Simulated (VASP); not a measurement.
# PbO2 (Fm-3m) in VASP: further runs, part 2 of 2

VASP 6.6.1. The steps go on from the part before.

## (3) Relaxation of cell and atoms, r2SCAN

This run uses another cell than the first one, of 9.09 Å³/atom.

POSCAR reads:

```
PbO2
1.0
    0.0000000000      2.3888286791      2.3888286791
    2.3888286791      0.0000000000      2.3888286791
    2.3888286791      2.3888286791      0.0000000000
Pb O
1 2
Direct
    0.0000000000      0.0000000000      0.0000000000
    0.2500000000      0.2500000000      0.2500000000
    0.7500000000      0.7500000000      0.7500000000
```

INCAR.step1 reads:

```
SYSTEM = PbO2
  PREC = Accurate
  ENCUT = 600
  ISMEAR = 0
  SIGMA = 0.1
  LREAL = .FALSE.
  LASPH = .TRUE.
  NELM = 80
  GGA = PE
  ALGO = Normal
  EDIFF = 1E-4
  LWAVE = .TRUE.
  LCHARG = .FALSE.
```

INCAR.step2 reads:

```
SYSTEM = PbO2
  PREC = Accurate
  ENCUT = 600
  EDIFF = 1E-6
  ISMEAR = 0
  SIGMA = 0.1
  LREAL = .FALSE.
  LASPH = .TRUE.
  NELM = 80
  ALGO = Normal
  ISIF = 3
  LWAVE = .FALSE.
  LCHARG = .FALSE.
  METAGGA = R2SCAN
  LMIXTAU = .TRUE.
  IBRION = 2
  NSW = 80
  EDIFFG = -0.05
  ISTART = 1
```

KPOINTS reads:

```
regular mesh
0
G
  8 8 8
  0 0 0
```

Potentials or basis: VASP PAW PBE potentials, release 64 (Pb_d, O).

On the command line:

```console
$ cat potpaw_PBE.64/Pb_d/POTCAR potpaw_PBE.64/O/POTCAR > POTCAR
$ cp INCAR.step1 INCAR
$ mpirun -np 1 vasp_std > vasp.out
$ cp INCAR.step2 INCAR
$ mpirun -np 1 vasp_std > vasp.out
```

OUTCAR:

```text
SYSTEM = PbO2
   PREC = Accurate
   ENCUT = 600
   EDIFF = 1E-6
   ISMEAR = 0
   LREAL = .FALSE.
   LASPH = .TRUE.
   NELM = 80
   ISIF = 3
   METAGGA = R2SCAN
   IBRION = 2
   NSW = 80
   EDIFFG = -0.05
   ISTART = 1

 ion  position               nearest neighbor table
   1  0.000  0.000  0.000-   3 2.07   2 2.07   3 2.07   2 2.07   3 2.07   3 2.07   2 2.07   2 2.07

   2  0.250  0.250  0.250-   1 2.07   1 2.07   1 2.07   1 2.07
   3  0.750  0.750  0.750-   1 2.07   1 2.07   1 2.07   1 2.07

  LATTYP: Found a face centered cubic cell.
 ALAT       =     4.7776573582

  Lattice vectors:

 A1 = (   0.0000000000,   2.3888286791,   2.3888286791)
 A2 = (   2.3888286791,   0.0000000000,   2.3888286791)
 A3 = (   2.3888286791,   2.3888286791,   0.0000000000)

Analysis of symmetry for initial positions (statically):
=====================================================================
 Subroutine PRICEL returns:
[... 167 lines left out ...]

 Free energy of the ion-electron system (eV)
  ---------------------------------------------------
  ext. energy  EPLUGINS =         0.00000000
  ---------------------------------------------------
  free energy    TOTEN  =       -67.91371481 eV

  energy without entropy =      -67.91371481  energy(sigma->0) =      -67.91371481

 E-fermi :  11.6297     XC(G=0): -14.2142

 val. band max:       11.0945713031   @ k =  -0.2500   0.5000   0.2500
 cond. band min:      12.2653196288   @ k =   0.0000   0.0000   0.0000
 fundamental gap:      1.1707483257
 Fermi energy:        11.6297472854
[... 1116 lines left out ...]
--------------------------------------- Ionic step        5  -------------------------------------------

 number of electron      26.0000016 magnetization

 Free energy of the ion-electron system (eV)
  ---------------------------------------------------
  ext. energy  EPLUGINS =         0.00000000
  ---------------------------------------------------
  free energy    TOTEN  =       -70.75984968 eV

  energy without entropy =      -70.75870476  energy(sigma->0) =      -70.75927722

 E-fermi :   5.9437     XC(G=0): -12.1611

 val. band max:        5.8839364563   @ k =  -0.2500   0.5000   0.2500
 cond. band min:       6.0541114507   @ k =   0.1250   0.1250   0.0000
 fundamental gap:      0.1701749944
 Fermi energy:         5.9437431838
[... 510 lines left out ...]
  FREE ENERGIE OF THE ION-ELECTRON SYSTEM (eV)
  ---------------------------------------------------
  free  energy   TOTEN  =       -70.7598496822 eV

  energy  without entropy=      -70.7587047624  energy(sigma->0) =      -70.75927722

 reached required accuracy - stopping structural energy minimisation
```

It took 5.1 min on 1 thread of Intel Xeon Platinum 8375C at 2.90GHz (Ice Lake), shared host; peak memory 0.18 GiB.

What came out:

| Quantity | Value |
| --- | --- |
| Free energy | -70.7598 eV |
| Relaxed volume | 12.59 Å³/atom |
| Relaxed cell | a = 3.766 Å, b = 3.766 Å, c = 3.766 Å, α = 60.00°, β = 60.00°, γ = 60.00° |
| Space group after relaxing (to 0.1 Å) | Fm-3m (No. 225) |
| Energy gained by relaxing | 948.7 meV/atom |
| Ionic steps | 5 |
| Pressure after relaxing | 0.1 GPa |
| Band gap on the k mesh | zero (bands 13 and 14 overlap by 1.34 eV) |

The path:
```
step  energy change (eV)  largest force (eV/Å)  pressure (GPa)  volume (Å³)
   1              0.0000                0.0000          118.63        27.26
   2              0.8843                0.0000          -32.87        63.37
   3             -2.8012                0.0000           -7.24        39.71
   4             -2.8382                0.0000           -3.22        38.57
   5             -2.8461                0.0000            0.11        37.76
```

Final structure:
```cif
data_structure
_symmetry_space_group_name_H-M 'P 1'
_symmetry_Int_Tables_number 1
_cell_length_a 3.7656
_cell_length_b 3.7656
_cell_length_c 3.7656
_cell_angle_alpha 60.000
_cell_angle_beta 60.000
_cell_angle_gamma 60.000
_cell_volume 37.76
loop_
_atom_site_label
_atom_site_type_symbol
_atom_site_fract_x
_atom_site_fract_y
_atom_site_fract_z
_atom_site_occupancy
Pb1 Pb 0.00000 0.00000 0.00000 1
O1 O 0.25000 0.25000 0.25000 1
O2 O 0.75000 0.75000 0.75000 1
```

Caveat: the volume moved by over 15 % at a fixed basis, so the end points are rough; the PAW data sets were made with another functional, which shifts forces and pressure a little; spin-orbit coupling is left out, which moves the levels of the heavy elements.
